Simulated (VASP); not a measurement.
# Li2IF (R-3m) in VASP: single point with PBE

Aim: the single point of Li2IF with PBE.

All numbers are computed with VASP 6.6.1; they aren't measurements. Logs are shortened: lines on timing, memory, paths and dates and some standing lists are left out, and cuts for length are marked.

## Step 1: The cell of the first run

The structure is trigonal, space group R-3m (No. 166). The conventional cell has a = 3.772 Å, b = 3.772 Å, c = 17.176 Å, α = 90.00°, β = 90.00°, γ = 120.00°. F (site symmetry -3m) has 6 Li at 2.42 Å within 3.2 Å. I (site symmetry -3m) has 8 Li at 2.83 to 3.92 Å and 6 F at 3.60 Å and 6 I at 3.77 Å within 4.0 Å. Within 3.2 Å of Li (site symmetry 3m) lie 3 F at 2.42 Å and 3 I at 2.83 Å and 3 Li at 3.03 Å.

## Step 2: Single point, PBE, non-collinear spin, zero start, spin-orbit coupling

File INCAR:

```
SYSTEM = Li2IF
PREC = Accurate
ENCUT = 520
EDIFF = 1E-6
ISMEAR = 0
SIGMA = 0.01
LREAL = .False.
LASPH = .True.
NELM = 150
ALGO = Normal
ISIF = 2
LWAVE = .False.
LCHARG = .False.
MAGMOM = 0 0 0 0 0 0 0 0 0 0 0 0
LORBIT = 11
LSORBIT = .True.
GGA_COMPAT = .False.
LORBMOM = .True.
GGA = PE
NBANDS = 34
```

File KPOINTS:

```
Automatic mesh
0
Gamma
  8 8 8
  0 0 0
```

File POSCAR:

```
Li2IF
1.0
    1.8859540709      1.0888560904      5.7251745064
   -1.8859540709      1.0888560904      5.7251745064
    0.0000000000     -2.1777121811      5.7251745063
F I Li
1 1 2
Direct
    1.0000000000      0.0000000000      0.0000000000
    0.5000000000      0.5000000000      0.5000000000
    0.2720042943      0.2720042943      0.2720042943
    0.7279957057      0.7279957057      0.7279957057
```

Potentials or basis: VASP PAW PBE potentials, release 64 (F, I, Li_sv).

The run is started by

```console
> cat potpaw_PBE.64/F/POTCAR potpaw_PBE.64/I/POTCAR potpaw_PBE.64/Li_sv/POTCAR > POTCAR
> mpirun -np 1 vasp_ncl > vasp.out
```

OUTCAR:

```text
SYSTEM = Li2IF
   PREC = Accurate
   ENCUT = 520
   EDIFF = 1E-6
   ISMEAR = 0
   LREAL = .False.
   LASPH = .True.
   NELM = 150
   ISIF = 2
   LORBIT = 11
   LSORBIT = .True.
   GGA = PE

 ion  position               nearest neighbor table
   1  0.000  0.000  0.000-
   2  0.500  0.500  0.500-   3 2.83   4 2.83   3 2.83   3 2.83   4 2.83   4 2.83
   3  0.272  0.272  0.272-   2 2.83   2 2.83   2 2.83
   4  0.728  0.728  0.728-   2 2.83   2 2.83   2 2.83

  LATTYP: Found a trigonal (rhomboedric) cell.
 ALAT       =     6.1253614972
 COS(alpha) =     0.8104041744

  Lattice vectors:

 A1 = (   1.8859540709,   1.0888560904,   5.7251745064)
 A2 = (  -1.8859540709,   1.0888560904,   5.7251745064)
 A3 = (   0.0000000000,  -2.1777121811,   5.7251745063)

Analysis of symmetry for initial positions (statically):
=====================================================================
 Subroutine PRICEL returns:
 Original cell was already a primitive cell.

 Routine SETGRP: Setting up the symmetry group for a
 trigonal (rhombohedral) supercell.

 Subroutine GETGRP returns: Found 12 space group operations
 (whereof 12 operations were pure point group operations)
 out of a pool of 12 trial point group operations.

The static configuration has the point symmetry D_3d.

Analysis of symmetry for dynamics (positions and initial velocities):
=====================================================================
 Subroutine PRICEL returns:
 Original cell was already a primitive cell.

 Routine SETGRP: Setting up the symmetry group for a
 trigonal (rhombohedral) supercell.

 Subroutine GETGRP returns: Found 12 space group operations
 (whereof 12 operations were pure point group operations)
 out of a pool of 12 trial point group operations.

The dynamic configuration has the point symmetry D_3d.

Analysis of structural, dynamic, and magnetic symmetry:
=====================================================================
 Subroutine PRICEL returns:
 Original cell was already a primitive cell.

 Routine SETGRP: Setting up the symmetry group for a
 trigonal (rhombohedral) supercell.

 Subroutine GETGRP returns: Found 12 space group operations
 (whereof 12 operations were pure point group operations)
 out of a pool of 12 trial point group operations.

The overall configuration has the point symmetry D_3d.

 Subroutine INISYM returns: Found 12 space group operations
 (whereof 12 operations are pure point group operations),
 and found     1 'primitive' translations

----------------------------------------------------------------------------------------

                                     Primitive cell

  volume of cell :      70.5410

  direct lattice vectors                    reciprocal lattice vectors
     1.885954071  1.088856090  5.725174506     0.265117803  0.153065835  0.058222388
    -1.885954071  1.088856090  5.725174506    -0.265117803  0.153065835  0.058222388
     0.000000000 -2.177712181  5.725174506     0.000000000 -0.306131670  0.058222388

  length of vectors
     6.125361497  6.125361497  6.125361497     0.311619072  0.311619072  0.311619072

  position of ions in fractional coordinates (direct lattice)
     0.000000000  0.000000000  0.000000000
     0.500000000  0.500000000  0.500000000
     0.272004294  0.272004294  0.272004294
     0.727995706  0.727995706  0.727995706

  ion indices of the primitive-cell ions
   primitive index   ion index
                 1           1
                 2           2
                 3           3
                 4           4

----------------------------------------------------------------------------------------

 KPOINTS: Automatic mesh
[... 111 lines left out ...]

 number of electron      20.0000004 magnetization       0.0000000     -0.0000000      0.0000000

 Free energy of the ion-electron system (eV)
  ---------------------------------------------------
  ext. energy  EPLUGINS =         0.00000000
  ---------------------------------------------------
  free energy    TOTEN  =       -14.33406297 eV

  energy without entropy =      -14.33406297  energy(sigma->0) =      -14.33406297

 E-fermi :   3.6983     XC(G=0):  -8.6179

 val. band max:        3.5972044019   @ k =   0.0000   0.0000   0.0000
 cond. band min:       5.2462634033   @ k =   0.0000   0.0000   0.0000
 fundamental gap:      1.6490590014
 Fermi energy:         3.6983351922

 k-point     1 :       0.0000    0.0000    0.0000
  band No.  band energies     occupation
      1     -43.0576      1.00000
      2     -43.0576      1.00000
      3     -43.0478      1.00000
      4     -43.0478      1.00000
      5     -19.2083      1.00000
      6     -19.2083      1.00000
[... 829 lines left out ...]
     31      12.3837      0.00000
     32      12.3837      0.00000

 [... further k-points ...]

 [bands above 32 left out]

------------------------ aborting loop because EDIFF is reached ----------------------------------------

  FORCE on cell =-STRESS in cart. coord.  units (eV):
  Direction    XX          YY          ZZ          XY          YZ          ZX
  --------------------------------------------------------------------------------------
  -------------------------------------------------------------------------------------
  Total        0.0624446      0.0624446      0.2922461     -0.0000000     -0.0000000      0.0000000
  in kB        1.4182873      1.4182873      6.6377023     -0.0000000     -0.0000000      0.0000000
  external PRESSURE =       3.1580923 kB  Pullay stress =       0.0000000 kB

 VOLUME and BASIS-vectors are now :
 -----------------------------------------------------------------------------
  energy-cutoff  :      520.00
  volume of cell :       70.54
      direct lattice vectors                 reciprocal lattice vectors
     1.885954071  1.088856090  5.725174506     0.265117803  0.153065835  0.058222388
    -1.885954071  1.088856090  5.725174506    -0.265117803  0.153065835  0.058222388
     0.000000000 -2.177712181  5.725174506     0.000000000 -0.306131670  0.058222388

 POSITION                                       TOTAL-FORCE (eV/Angst)
 -----------------------------------------------------------------------------------
      0.00000      0.00000      0.00000         0.000000     -0.000000      0.000000
      0.00000     -0.00000      8.58776        -0.000000     -0.000000      0.000000
      0.00000     -0.00000      4.67182         0.000000      0.000000     -0.001521
      0.00000     -0.00000     12.50371         0.000000     -0.000000      0.001521
 -----------------------------------------------------------------------------------
    total drift:                               -0.000000     -0.000000     -0.000000

  FREE ENERGIE OF THE ION-ELECTRON SYSTEM (eV)
  ---------------------------------------------------
  free  energy   TOTEN  =       -14.3340629736 eV

  energy  without entropy=      -14.3340629736  energy(sigma->0) =      -14.33406297

 orbital moment (x)

 # of ion     p       d       tot
 ----------------------------------------
  1         0.000   0.000   0.000
  2        -0.000   0.000   0.000
  3         0.000   0.000   0.000
  4         0.000   0.000   0.000
 ----------------------------------------
            0.000   0.000   0.000

 orbital moment (y)

 # of ion     p       d       tot
 ----------------------------------------
  1        -0.000   0.000  -0.000
  2        -0.000   0.000  -0.000
  3         0.000   0.000   0.000
  4         0.000   0.000   0.000
 ----------------------------------------
           -0.000   0.000  -0.000

 orbital moment (z)

 # of ion     p       d       tot
 ----------------------------------------
  1         0.000   0.000   0.000
  2        -0.000   0.000  -0.000
  3         0.000   0.000   0.000
  4        -0.000   0.000  -0.000
 ----------------------------------------
           -0.000   0.000  -0.000

 Spin-Orbit-Coupling matrix elements

 Ion:    1  E_soc:     -0.0004312
 l=   1
     0.0000000    -0.0000738    -0.0000680
    -0.0000738     0.0000000    -0.0000738
    -0.0000680    -0.0000738     0.0000000
 l=   2
     0.0000000     0.0000000     0.0000000     0.0000000     0.0000000
     0.0000000     0.0000000     0.0000000     0.0000000     0.0000000
     0.0000000     0.0000000     0.0000000     0.0000000     0.0000000
     0.0000000     0.0000000     0.0000000     0.0000000     0.0000000
     0.0000000     0.0000000     0.0000000     0.0000000     0.0000000
 l=   3
     0.0000000     0.0000000     0.0000000     0.0000000     0.0000000     0.0000000     0.0000000
     0.0000000     0.0000000     0.0000000     0.0000000     0.0000000     0.0000000     0.0000000
     0.0000000     0.0000000     0.0000000     0.0000000     0.0000000     0.0000000     0.0000000
     0.0000000     0.0000000     0.0000000     0.0000000     0.0000000     0.0000000     0.0000000
[... 49 lines left out ...]
 l=   2
     0.0000000     0.0000000     0.0000000     0.0000000     0.0000000
     0.0000000     0.0000000     0.0000000     0.0000000     0.0000000
     0.0000000     0.0000000     0.0000000     0.0000000     0.0000000
     0.0000000     0.0000000     0.0000000     0.0000000     0.0000000
     0.0000000     0.0000000     0.0000000     0.0000000     0.0000000
 l=   3
     0.0000000     0.0000000     0.0000000     0.0000000     0.0000000     0.0000000     0.0000000
     0.0000000     0.0000000     0.0000000     0.0000000     0.0000000     0.0000000     0.0000000
     0.0000000     0.0000000     0.0000000     0.0000000     0.0000000     0.0000000     0.0000000
     0.0000000     0.0000000     0.0000000     0.0000000     0.0000000     0.0000000     0.0000000
     0.0000000     0.0000000     0.0000000     0.0000000     0.0000000     0.0000000     0.0000000
     0.0000000     0.0000000     0.0000000     0.0000000     0.0000000     0.0000000     0.0000000
     0.0000000     0.0000000     0.0000000     0.0000000     0.0000000     0.0000000     0.0000000

 total charge

# of ion       s       p       d       tot
------------------------------------------
    1        1.732   4.315   0.000   6.047
    2        1.498   2.896   0.012   4.407
    3        2.004   0.031   0.000   2.036
    4        2.004   0.031   0.000   2.036
--------------------------------------------------
tot          7.239   7.273   0.012  14.525

 magnetization (x)

# of ion       s       p       d       tot
------------------------------------------
    1        0.000   0.000   0.000   0.000
    2       -0.000  -0.000  -0.000  -0.000
    3        0.000  -0.000   0.000  -0.000
    4        0.000  -0.000   0.000  -0.000
--------------------------------------------------
tot         -0.000  -0.000  -0.000  -0.000

 magnetization (y)

# of ion       s       p       d       tot
------------------------------------------
    1        0.000   0.000   0.000   0.000
    2        0.000   0.000   0.000   0.000
    3        0.000   0.000   0.000   0.000
    4        0.000   0.000   0.000   0.000
--------------------------------------------------
tot          0.000   0.000   0.000   0.000

 magnetization (z)

# of ion       s       p       d       tot
------------------------------------------
    1        0.000   0.000   0.000   0.000
    2        0.000   0.000   0.000   0.000
    3        0.000   0.000   0.000   0.000
    4        0.000   0.000   0.000   0.000
--------------------------------------------------
tot          0.000   0.000   0.000   0.000
```

Run time: 27 min. Hardware: 1 thread of Intel Xeon 8259CL, shared host; peak memory 0.87 GiB.

What came out:

| Property | Result |
| --- | --- |
| Free energy | -14.3341 eV |
| Net moment | 0.00 μB per cell |
| Valence electrons inside the program's atomic spheres | F 6.05; I 4.41; Li 2.04 |

Moments on the atoms (μB; x, y, z):
```
F   0.00 0.00 0.00
I   0.00 0.00 0.00
Li  0.00 0.00 0.00
Li  0.00 0.00 0.00
```

Caveat: the cutoff is under 1.25 times the usual one of these potentials, so pressure, stress and relaxed cells hold a basis-set (Pulay) error.
